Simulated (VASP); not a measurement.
**Sr: single point with r2SCAN**

The system is Sr.

```
Sr
1.0
     0.00000    3.05211    3.05211
     3.05211    0.00000    3.05211
     3.05211    3.05211    0.00000
Sr
1
Direct
  0.00000 0.00000 0.00000
```

```
Program                : VASP 6.6.1
Task                   : single point
Functional             : r2SCAN
Potentials or basis    : VASP PAW PBE potentials, release 64 (Sr_sv)
Cutoff                 : 520 eV
k mesh                 : 9 × 9 × 9
Occupations            : fermi-dirac, width 0.01 eV
Spin                   : no spin polarisation
Dipole correction      : no
Further INCAR settings : ALGO = Normal; EDIFF = 1e-06; NBANDS = 11
```

```yaml
Pressure: 0.0 GPa
Band_gap_on_the_k_mesh: zero (band 5 reaches 1.46 eV, above the bottom of band 6 at 1.45 eV)
```

Levels at points of the mesh, in eV from the Fermi level:
```
           k point  band 1  band 2  band 3  band 4  band 5  band 6  band 7  band 8  band 9  band 10
(0.00, 0.00, 0.00)  -38.05  -19.31  -19.31  -19.31   -3.75    2.70    2.70    2.70    4.20     4.20
```

It took 45 s on 1 thread of Intel(R) Xeon(R) Platinum 8375C CPU @ 2.90GHz (Ice Lake) (shared host), peak memory 0.19 GiB.

Caveat: the PAW data sets were made with another functional, which shifts forces and pressure a little.
